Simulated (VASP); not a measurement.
Wanted: the native input for a VASP 6.6.1 run.

```
Task                   : single point
Functional             : PBE
Potentials or basis    : VASP PAW PBE potentials, release 64 (K_sv, Ge_d, Ir_sv_GW)
Cutoff                 : 420 eV
k mesh                 : 8 × 8 × 1
Occupations            : gaussian, width 0.01 eV
Spin                   : no spin polarisation
Dipole correction      : yes
Further INCAR settings : ALGO = Normal; EDIFF = 1e-06; NBANDS = 27; NELMDL = -8
```

The structure of KGeIr lies in POSCAR:

```
KGeIr
1.0
    4.7206650867      0.0000000000      0.0000000000
    0.0000000000      4.7206650867      0.0000000000
    0.0000000000      0.0000000000     28.8569356000
K Ge Ir
1 1 1
Direct
    0.0000000000      0.0000000000      0.2760497971
    0.5000000000      0.5000000000      0.3437457618
    0.5000000000      0.5000000000      0.2682405193
```

The input as run:

INCAR

```
PREC = Accurate
ENCUT = 420
EDIFF = 1E-6
ISMEAR = 0
SIGMA = 0.01
LREAL = False
LASPH = True
NELM = 120
ALGO = Normal
ISIF = 2
LWAVE = False
LCHARG = False
LDIPOL = True
IDIPOL = 3
DIPOL = 0.5 0.5 0.296
GGA = PE
NBANDS = 27
GGA_COMPAT = False
NELMDL = -8
```

KPOINTS

```
regular mesh
0
Gamma
  8 8 1
```

Potentials or basis: VASP PAW PBE potentials, release 64 (K_sv, Ge_d, Ir_sv_GW).

Run with:

```sh
$ cat potpaw_PBE.64/K_sv/POTCAR potpaw_PBE.64/Ge_d/POTCAR potpaw_PBE.64/Ir_sv_GW/POTCAR > POTCAR
$ mpirun -np 1 vasp_std > vasp.out
```

Results of the run:

```json
{"Band gap on the k mesh": "0.13 eV (least direct gap 0.19 eV)"}
```

Caveat: spin-orbit coupling is left out, which moves the levels of the heavy elements.

Run time: 5.4 min on 1 thread of Intel(R) Xeon(R) Platinum 8488C (Sapphire Rapids), on a shared host, peak memory 0.61 GiB.
